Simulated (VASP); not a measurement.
A run of VASP 6.6.1 is set up as follows.

Contents of INCAR:

```
PREC = Accurate
ENCUT = 600
EDIFF = 1E-6
ISMEAR = 0
SIGMA = 0.02
LREAL = F
LASPH = T
NELM = 120
ALGO = Normal
ISIF = 2
LWAVE = F
LCHARG = F
GGA = PE
NBANDS = 11
GGA_COMPAT = F
```

The input KPOINTS:

```
Automatic mesh
0
Gamma
  10 10 10
```

POSCAR

```
SiC
1.0
    0.0000000000      2.1898716704      2.1898716704
    2.1898716704      0.0000000000      2.1898716704
    2.1898716704      2.1898716704      0.0000000000
Si C
1 1
Direct
    0.0000000000      0.0000000000      0.0000000000
    0.2500000000      0.2500000000      0.2500000000
```

Potentials or basis: VASP PAW PBE potentials, release 64 (Si, C).

The run is started by

```bash
$ cat potpaw_PBE.64/Si/POTCAR potpaw_PBE.64/C/POTCAR > POTCAR
$ mpirun -np 1 vasp_std > vasp.out
```

Task: Estimate the band gap on the k mesh.

Result: 1.37 eV, indirect (least direct gap 4.53 eV).

Task: What does it give for the pressure?

Result: -0.2 GPa.

A k mesh can miss the band edges.
